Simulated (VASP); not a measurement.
Here is a VASP 6.6.1 calculation.

The input INCAR:

```
SYSTEM = Sb
PREC     = Accurate       ! precision mode
ENCUT    = 520            ! plane-wave cutoff, eV
EDIFF    = 1E-6           ! SCF threshold, eV
ISMEAR   = -1             ! smearing method
SIGMA    = 0.05           ! smearing width, eV
LREAL    = .FALSE.        ! projectors in reciprocal space
LASPH    = .TRUE.         ! aspherical terms in the spheres
NELM     = 80             ! most SCF steps
ALGO     = Normal         ! electronic algorithm
ISIF     = 2              ! what is computed and relaxed
LWAVE    = .FALSE.        ! write WAVECAR
LCHARG   = .FALSE.        ! write CHGCAR
NBANDS   = 14             ! bands
```

The input KPOINTS:

```
Automatic mesh
0
G
  14 14 5
  0 0 0
```

POSCAR

```
Sb
1.0
    0.0000000000      2.3430181388     -2.3430181388
   -2.3430181388      0.0000000000      2.3430181388
    4.6860362776      4.6860362776      4.6860362776
Sb
3
Direct
    0.0000000000      0.0000000000      0.0000000000
    0.3333333330      0.6666666670      0.3333333330
    0.6666666670      0.3333333330      0.6666666670
```

Potentials or basis: VASP PAW LDA potentials, release 64 (Sb).

The run is started by

```sh
$ cat potpaw_LDA.64/Sb/POTCAR > POTCAR
$ mpirun -np 1 vasp_std > vasp.out
```

(1) What does it give for the pressure?

(2) Predict the band gap on the k mesh.

Answers

(1) 0.1 GPa.

(2) zero (an odd number of electrons rules out a gap without spin polarisation).

Caveat: spin-orbit coupling is left out, which moves the levels of the heavy elements.
